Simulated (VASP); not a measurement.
# ZrC (F-43m) in VASP: settings compared, part 2 of 2

VASP 6.6.1.

## (3) Single point, HSE06

This run uses another cell than the first one, of 16.35 Å³/atom.

Contents of POSCAR:

```
ZrC
1.0
    0.0000000000      2.5379895205      2.5379895205
    2.5379895205      0.0000000000      2.5379895205
    2.5379895205      2.5379895205      0.0000000000
Zr C
1 1
Direct
    0.5000000000      0.5000000000      0.5000000000
    0.7500000000      0.7500000000      0.7500000000
```

Contents of INCAR.step1:

```
PREC = Accurate ; ENCUT = 520
EDIFF = 1E-5 ; ISMEAR = -1
SIGMA = 0.05 ; LREAL = False
LASPH = True ; NELM = 100
ALGO = Normal ; ISIF = 2
LWAVE = True ; LCHARG = False
GGA = PE ; NBANDS = 15
```

Contents of INCAR.step2:

```
PREC = Accurate ; ENCUT = 520
EDIFF = 1E-6 ; ISMEAR = -1
SIGMA = 0.05 ; LREAL = False
LASPH = True ; NELM = 100
ALGO = Normal ; ISIF = 2
LWAVE = False ; LCHARG = False
GGA = PE ; LHFCALC = True
HFSCREEN = 0.2079 ; PRECFOCK = Normal
ISTART = 1 ; NBANDS = 15
```

Contents of KPOINTS:

```
regular mesh
0
Gamma
  5 5 5
```

Potentials or basis: VASP PAW PBE potentials, release 64 (Zr_sv, C).

The run is started by

```sh
> cat potpaw_PBE.64/Zr_sv/POTCAR potpaw_PBE.64/C/POTCAR > POTCAR
> cp INCAR.step1 INCAR
> mpirun -np 1 vasp_std > vasp.out
> cp INCAR.step2 INCAR
> mpirun -np 1 vasp_std > vasp.out
```

OUTCAR:

```text
PREC = Accurate
   ENCUT = 520
   EDIFF = 1E-6
   ISMEAR = -1
   LREAL = False
   LASPH = True
   NELM = 100
   ISIF = 2
   GGA = PE
   LHFCALC = True
   HFSCREEN = 0.2079
   PRECFOCK = Normal
   ISTART = 1

 ion  position               nearest neighbor table
   1  0.500  0.500  0.500-   2 2.20   2 2.20   2 2.20   2 2.20
   2  0.750  0.750  0.750-   1 2.20   1 2.20   1 2.20   1 2.20

  LATTYP: Found a face centered cubic cell.
 ALAT       =     5.0759790410

  Lattice vectors:

 A1 = (   0.0000000000,   2.5379895205,   2.5379895205)
 A2 = (   2.5379895205,   0.0000000000,   2.5379895205)
 A3 = (   2.5379895205,   2.5379895205,   0.0000000000)

Analysis of symmetry for initial positions (statically):
=====================================================================
 Subroutine PRICEL returns:
 Original cell was already a primitive cell.

 Routine SETGRP: Setting up the symmetry group for a
 face centered cubic supercell.

 Subroutine GETGRP returns: Found 24 space group operations
 (whereof 24 operations were pure point group operations)
 out of a pool of 48 trial point group operations.

The static configuration has the point symmetry T_d .

Analysis of symmetry for dynamics (positions and initial velocities):
=====================================================================
 Subroutine PRICEL returns:
 Original cell was already a primitive cell.

 Routine SETGRP: Setting up the symmetry group for a
 face centered cubic supercell.

 Subroutine GETGRP returns: Found 24 space group operations
 (whereof 24 operations were pure point group operations)
 out of a pool of 48 trial point group operations.

The dynamic configuration has the point symmetry T_d .

 Subroutine INISYM returns: Found 24 space group operations
 (whereof 24 operations are pure point group operations),
 and found     1 'primitive' translations

----------------------------------------------------------------------------------------

                                     Primitive cell

  volume of cell :      32.6964

  direct lattice vectors                    reciprocal lattice vectors
     0.000000000  2.537989521  2.537989521    -0.197006330  0.197006330  0.197006330
     2.537989521  0.000000000  2.537989521     0.197006330 -0.197006330  0.197006330
     2.537989521  2.537989521  0.000000000     0.197006330  0.197006330 -0.197006330

  length of vectors
     3.589259201  3.589259201  3.589259201     0.341224972  0.341224972  0.341224972

  position of ions in fractional coordinates (direct lattice)
     0.500000000  0.500000000  0.500000000
     0.750000000  0.750000000  0.750000000

  ion indices of the primitive-cell ions
   primitive index   ion index
                 1           1
                 2           2

----------------------------------------------------------------------------------------

 KPOINTS: regular mesh

Automatic generation of k-mesh.
 Grid dimensions read from file:
 generate k-points for:    5    5    5

 Generating k-lattice:

  Cartesian coordinates                     Fractional coordinates (reciprocal lattice)
[... 33 lines left out ...]
   NGX,Y,Z   is equivalent  to a cutoff of  12.97, 12.97, 12.97 a.u.
   NGXF,Y,Z  is equivalent  to a cutoff of  25.94, 25.94, 25.94 a.u.
 SYSTEM =  unknown system
   PREC   = accura    normal or accurate (medium, high low for compatibility)
   ISTART =      1    job   : 0-new  1-cont  2-samecut
   ICHARG =      0    charge: 1-file 2-atom 10-const
   ISPIN  =      1    spin polarized calculation?
   LNONCOLLINEAR =      F non collinear calculations
   LSORBIT =      F    spin-orbit coupling
   LASPH  =      T    aspherical Exc in radial PAW
   ENCUT  =  520.0 eV  38.22 Ry    6.18 a.u.   6.67  6.67  6.67*2*pi/ulx,y,z
   NELM   =    100;   NELMIN=  2; NELMDL=  0     # of ELM steps
   EDIFF  = 0.1E-05   stopping-criterion for ELM
   LREAL  =      F    real-space projection
   EDIFFG = 0.1E-04   stopping-criterion for IOM
   NSW    =      0    number of steps for IOM
   IBRION =     -1    ionic relax: 0-MD 1-quasi-New 2-CG
   NFREE  =      0    steps in history (QN), initial steepest desc. (CG)
   ISIF   =      2    stress and relaxation
   ISYM   =      3    0-nonsym 1-usesym 2-fastsym
   POTIM  = 0.5000    time-step for ionic-motion
   TEBEG  =    0.0;   TEEND  =   0.0 temperature during run
   PSTRESS=    0.0 pullay stress
   NELECT =      16.0000    total number of electrons
   NUPDOWN=      -1.0000    fix difference up-down
   EMIN   =  10.00;   EMAX   =-10.00  energy-range for DOS
   EFERMI =   0.00;   METHOD = LEGACY
   ISMEAR =    -1;   SIGMA  =   0.05  broadening in eV -4-tet -1-fermi 0-gaus
   EFERMI_NEDOS =   21; number of points for ismear=-14 and -15
   IALGO  =     38    algorithm
   IMIX   =      1    mixing-type and parameters
     AMIX     =   0.40;   BMIX     =  1.00
     AMIX_MAG =   1.60;   BMIX_MAG =  1.00
  volume/ion in A,a.u.               =      16.35       110.32
  Fermi-wavevector in a.u.,A,eV,Ry     =   1.290075  2.437888 22.644092  1.664294
  Thomas-Fermi vector in A             =   2.421929
   LORBIT       =      0    0 simple, 1 ext, 2 COOP (PROOUT), +10 PAW based schemes
   GGA     = PE    functional components
   LHFCALC =     T    Hartree Fock is set to
   PRECFOCK=normal    Normal, Fast or Accurate (Low or Medium for compatibility)
   ENCUT4O =  -1.0   cutoff for four orbital integrals eV
   NKREDX  =     1    reduce k-point grid by
   NKREDY  =     1    reduce k-point grid by
   NKREDZ  =     1    reduce k-point grid by
   AEXX    =    0.2500 exact exchange contribution
   HFSCREEN=    0.2079 screening length (either q_TF or 0.3 A-1)
   HFSCREENC=   0.2079 screening length for correlation (either q_TF or 0.3 A-1)
   ENCUTFOCK=  -1.0 apply spherical cutoff to Coloumb kernel
   IVDW    =     0    specifies the selected vdW correction
   LEPSILON=     F    determine dielectric tensor
   LRPA    =     F    only Hartree local field effects (RPA)
 non-spin polarized calculation
  energy-cutoff  :      520.00
  volume of cell :       32.70
 maximum number of plane-waves:       893
  NGX = 24; NGY = 24; NGZ = 24

 number of electron      16.0000001 magnetization

 Free energy of the ion-electron system (eV)
  ---------------------------------------------------
  ext. energy  EPLUGINS =         0.00000000
  ---------------------------------------------------
  free energy    TOTEN  =       -21.03840866 eV

  energy without entropy =      -21.03840839  energy(sigma->0) =      -21.03840852

 E-fermi :   6.6393     XC(G=0):  -8.8539

 val. band max:        5.8777679137   @ k =  -0.4000   0.4000   0.0000
 cond. band min:       7.3378649781   @ k =  -0.4000   0.4000   0.0000
 fundamental gap:      1.4600970643
 Fermi energy:         6.6392620169

 k-point     1 :       0.0000    0.0000    0.0000
  band No.  band energies     occupation
      1     -45.0383      2.00000
      2     -21.5317      2.00000
      3     -21.5317      2.00000
      4     -21.5317      2.00000
      5      -4.9055      2.00000
      6       3.6656      2.00000
      7       3.6656      2.00000
      8       3.6656      2.00000
      9      10.3862      0.00000
     10      10.3862      0.00000
     11      10.4087      0.00000
     12      15.9765      0.00000
     13      15.9765      0.00000
     14      15.9765      0.00000
[... 149 lines left out ...]
      2     -21.9499      2.00000
      3     -21.7931      2.00000
      4     -21.6906      2.00000
      5      -3.1151      2.00000
      6       3.2133      2.00000
      7       4.5831      2.00000
      8       5.8714      2.00000
      9       7.9442      0.00000
     10      10.2833      0.00000
     11      11.9502      0.00000
     12      13.5653      0.00000
     13      15.0520      0.00000
     14      18.2480      0.00000
     15      19.1695      0.00000

------------------------ aborting loop because EDIFF is reached ----------------------------------------

  FORCE on cell =-STRESS in cart. coord.  units (eV):
  Direction    XX          YY          ZZ          XY          YZ          ZX
  --------------------------------------------------------------------------------------
  -------------------------------------------------------------------------------------
  Total        0.0275575      0.0275575      0.0275575      0.0000000      0.0000000      0.0000000
  in kB        1.3503650      1.3503650      1.3503650      0.0000000      0.0000000      0.0000000
  external PRESSURE =       1.3503650 kB  Pullay stress =       0.0000000 kB

 VOLUME and BASIS-vectors are now :
 -----------------------------------------------------------------------------
  energy-cutoff  :      520.00
  volume of cell :       32.70
      direct lattice vectors                 reciprocal lattice vectors
     0.000000000  2.537989521  2.537989521    -0.197006330  0.197006330  0.197006330
     2.537989521  0.000000000  2.537989521     0.197006330 -0.197006330  0.197006330
     2.537989521  2.537989521  0.000000000     0.197006330  0.197006330 -0.197006330

 POSITION                                       TOTAL-FORCE (eV/Angst)
 -----------------------------------------------------------------------------------
      2.53799      2.53799      2.53799        -0.000000     -0.000000     -0.000000
      3.80698      3.80698      3.80698         0.000000      0.000000      0.000000
 -----------------------------------------------------------------------------------
    total drift:                                0.000001     -0.000000      0.000000

  FREE ENERGIE OF THE ION-ELECTRON SYSTEM (eV)
  ---------------------------------------------------
  free  energy   TOTEN  =       -21.0384086563 eV

  energy  without entropy=      -21.0384083903  energy(sigma->0) =      -21.03840852
```

Run time: 11 min. Hardware: 1 thread of Intel Xeon Platinum 8259CL at 2.50GHz (Skylake/Cascade Lake), shared host; peak memory 0.27 GiB.

What came out:

- Free energy: -21.0384 eV
- Pressure: 0.1 GPa
- Band gap on the k mesh: 1.46 eV

Levels at points of the mesh, in eV from the valence-band top:
| k point | band 6 | band 7 | band 8 | band 9 | band 10 | band 11 |
| --- | --- | --- | --- | --- | --- | --- |
| (0.00, 0.00, 0.00) | -2.21 | -2.21 | -2.21 | 4.51 | 4.51 | 4.53 |

Caveat: the k points lie up to 0.43 Å⁻¹ apart; the PAW data sets were made with another functional, which shifts forces and pressure a little; an odd mesh through Γ misses points on the zone boundary, where band edges can lie.

## (4) Single point, PBE0

This run uses another cell than the first one, of 16.49 Å³/atom.

Contents of POSCAR:

```
ZrC
1.0
    0.0000000000      2.5455200000      2.5455200000
    2.5455200000      0.0000000000      2.5455200000
    2.5455200000      2.5455200000      0.0000000000
Zr C
1 1
Direct
    0.5000000000      0.5000000000      0.5000000000
    0.7500000000      0.7500000000      0.7500000000
```

Edit INCAR.step1 of step 3 so:

```diff
@@ -5,3 +5,3 @@
 ALGO = Normal ; ISIF = 2
-LWAVE = True ; LCHARG = False
-GGA = PE ; NBANDS = 15
+LWAVE = True ; NBANDS = 15
+GGA = PE
```

Contents of INCAR.step2:

```
PREC = Accurate ; ENCUT = 520
EDIFF = 1E-6 ; ISMEAR = -1
SIGMA = 0.05 ; LREAL = False
LASPH = True ; NELM = 100
ALGO = Normal ; ISIF = 2
LWAVE = False ; LCHARG = True
GGA = PE ; LHFCALC = True
AEXX = 0.25 ; PRECFOCK = Normal
LELF = True ; LVHAR = True
NBANDS = 15 ; ISTART = 1
```

KPOINTS is that of step 3.

The run is started by

```sh
> cat potpaw_PBE.64/Zr_sv/POTCAR potpaw_PBE.64/C/POTCAR > POTCAR
> cp INCAR.step1 INCAR
> mpirun -np 1 vasp_std > vasp.out
> cp INCAR.step2 INCAR
> mpirun -np 1 vasp_std > vasp.out
```

It took 10 min on 1 thread of Intel Xeon Platinum 8259CL at 2.50GHz (Skylake/Cascade Lake), shared host; peak memory 0.17 GiB.

It converged, with:

```yaml
Free_energy: -22.6095 eV
Pressure: -1.3 GPa
Band_gap_on_the_k_mesh: 2.18 eV
```

Levels at points of the mesh, in eV from the valence-band top:
```tsv
k point	band 4	band 5	band 6	band 7	band 8	band 9	band 10	band 11	band 12	band 13
(0.00, 0.00, 0.00)	-27.49	-10.81	-2.21	-2.21	-2.21	5.22	5.26	5.26	10.82	10.82
```

Caveat: the k points lie up to 0.43 Å⁻¹ apart; the PAW data sets were made with another functional, which shifts forces and pressure a little; an odd mesh through Γ misses points on the zone boundary, where band edges can lie.

## (5) Single point, PBEsol-based global hybrid with 25 % exact exchange

This run uses another cell than the first one, of 16.49 Å³/atom.

POSCAR is that of step 4.

Contents of INCAR.step1:

```
SYSTEM = ZrC
ALGO = Normal ; EDIFF = 1E-5
ENCUT = 520 ; GGA = PE
ISIF = 2 ; ISMEAR = -1
LASPH = .True. ; LCHARG = .False.
LREAL = .False. ; LWAVE = .True.
NBANDS = 15 ; NELM = 100
PREC = Accurate ; SIGMA = 0.05
```

Contents of INCAR.step2:

```
SYSTEM = ZrC
AEXX = 0.25 ; ALGO = Normal
EDIFF = 1E-7 ; ENCUT = 520
GGA = PS ; ISIF = 2
ISMEAR = -1 ; ISTART = 1
LASPH = .True. ; LCHARG = .False.
LHFCALC = .True. ; LREAL = .False.
LWAVE = .False. ; NBANDS = 15
NELM = 100 ; PREC = Accurate
PRECFOCK = Normal ; SIGMA = 0.05
```

Contents of KPOINTS:

```
k-points
0
Gamma
  5 5 5
  0 0 0
```

Potentials or basis: VASP PAW PBE potentials, release 64 (Zr_sv, C).

The run is started by

```sh
> cat potpaw_PBE.64/Zr_sv/POTCAR potpaw_PBE.64/C/POTCAR > POTCAR
> cp INCAR.step1 INCAR
> mpirun -np 1 vasp_std > vasp.out
> cp INCAR.step2 INCAR
> mpirun -np 1 vasp_std > vasp.out
```

OUTCAR:

```text
SYSTEM = ZrC
   AEXX = 0.25
   EDIFF = 1E-7
   ENCUT = 520
   GGA = PS
   ISIF = 2
   ISMEAR = -1
   ISTART = 1
   LASPH = .True.
   LHFCALC = .True.
   LREAL = .False.
   NELM = 100
   PREC = Accurate
   PRECFOCK = Normal

 ion  position               nearest neighbor table
   1  0.500  0.500  0.500-   2 2.20   2 2.20   2 2.20   2 2.20
   2  0.750  0.750  0.750-   1 2.20   1 2.20   1 2.20   1 2.20

  LATTYP: Found a face centered cubic cell.
 ALAT       =     5.0910400000

  Lattice vectors:

[... 357 lines left out ...]
------------------------ aborting loop because EDIFF is reached ----------------------------------------

  FORCE on cell =-STRESS in cart. coord.  units (eV):
  Direction    XX          YY          ZZ          XY          YZ          ZX
  --------------------------------------------------------------------------------------
  -------------------------------------------------------------------------------------
  Total       -0.8048960     -0.8048960     -0.8048960      0.0000000      0.0000000      0.0000000
  in kB      -39.0922639    -39.0922639    -39.0922639      0.0000000      0.0000000      0.0000000
  external PRESSURE =     -39.0922639 kB  Pullay stress =       0.0000000 kB

 VOLUME and BASIS-vectors are now :
 -----------------------------------------------------------------------------
  energy-cutoff  :      520.00
  volume of cell :       32.99
      direct lattice vectors                 reciprocal lattice vectors
     0.000000000  2.545520000  2.545520000    -0.196423521  0.196423521  0.196423521
     2.545520000  0.000000000  2.545520000     0.196423521 -0.196423521  0.196423521
     2.545520000  2.545520000  0.000000000     0.196423521  0.196423521 -0.196423521

 POSITION                                       TOTAL-FORCE (eV/Angst)
 -----------------------------------------------------------------------------------
      2.54552      2.54552      2.54552         0.000000     -0.000000      0.000000
      3.81828      3.81828      3.81828        -0.000000      0.000000     -0.000000
 -----------------------------------------------------------------------------------
    total drift:                                0.000001      0.000000     -0.000000

  FREE ENERGIE OF THE ION-ELECTRON SYSTEM (eV)
  ---------------------------------------------------
  free  energy   TOTEN  =       -23.2566535140 eV

  energy  without entropy=      -23.2566535136  energy(sigma->0) =      -23.25665351
```

OSZICAR.step1:

```text
N       E                     dE             d eps       ncg     rms          rms(c)
DAV:   1     0.107140353325E+03    0.10714E+03   -0.84196E+03   300   0.104E+03
DAV:   2    -0.149922036850E+02   -0.12213E+03   -0.11327E+03   377   0.281E+02
DAV:   3    -0.228165976443E+02   -0.78244E+01   -0.77614E+01   521   0.588E+01
DAV:   4    -0.228712364254E+02   -0.54639E-01   -0.54631E-01   350   0.506E+00
DAV:   5    -0.228716616598E+02   -0.42523E-03   -0.42522E-03   399   0.420E-01    0.205E+01
DAV:   6    -0.182569971497E+02    0.46147E+01   -0.12020E+01   328   0.252E+01    0.573E+00
DAV:   7    -0.182059567215E+02    0.51040E-01   -0.73416E-01   314   0.633E+00    0.493E+00
DAV:   8    -0.182152100357E+02   -0.92533E-02   -0.14460E-01   370   0.320E+00    0.222E+00
DAV:   9    -0.182068606435E+02    0.83494E-02   -0.25154E-02   321   0.120E+00    0.472E-01
DAV:  10    -0.182074665328E+02   -0.60589E-03   -0.15158E-03   378   0.394E-01    0.245E-01
DAV:  11    -0.182074346352E+02    0.31898E-04   -0.24498E-04   321   0.138E-01    0.297E-02
DAV:  12    -0.182074313296E+02    0.33056E-05   -0.61349E-06   248   0.215E-02
   1 F= -.18207431E+02 E0= -.18207364E+02  d E =-.135528E-03
```

Wall time 14 min (1 thread of Intel Xeon Platinum 8259CL at 2.50GHz (Skylake/Cascade Lake), shared host); peak memory 0.17 GiB.

What came out:

```
Free energy            : -23.2567 eV
Pressure               : -3.9 GPa
Band gap on the k mesh : 2.14 eV
```

Caveat: the k points lie up to 0.43 Å⁻¹ apart; the PAW data sets were made with another functional, which shifts forces and pressure a little; an odd mesh through Γ misses points on the zone boundary, where band edges can lie.

## (6) Summary

| level | cell | screening parameter | gap on the mesh (eV) | pressure (GPa) |
| --- | --- | --- | --- | --- |
| PBEsol-based global hybrid with 25 % exact exchange | a = 3.569 Å, angles 60.0°, 2 atoms | - | 2.11 | 0.1 |
| HSE06 | a = 3.589 Å, angles 60.0°, 2 atoms | 0.2079 1/Å | 1.46 | 0.1 |
| PBE0 | a = 3.600 Å, angles 60.0°, 2 atoms | - | 2.18 | -1.3 |
| PBEsol-based global hybrid with 25 % exact exchange | a = 3.600 Å, angles 60.0°, 2 atoms | - | 2.14 | -3.9 |

Alike in all rows: task single point; potentials or basis VASP PAW PBE potentials, release 64 (Zr_sv, C); no spin polarisation; k mesh 5 × 5 × 5; cutoff (eV) 520; smearing fermi-dirac 0.05 eV.

Caveats: all runs use coarse meshes; the PAW data sets were made with another functional, which shifts forces and pressure a little; an odd mesh through Γ misses points on the zone boundary, where band edges can lie.

Absolute energies hang on the potentials; compare differences alone.
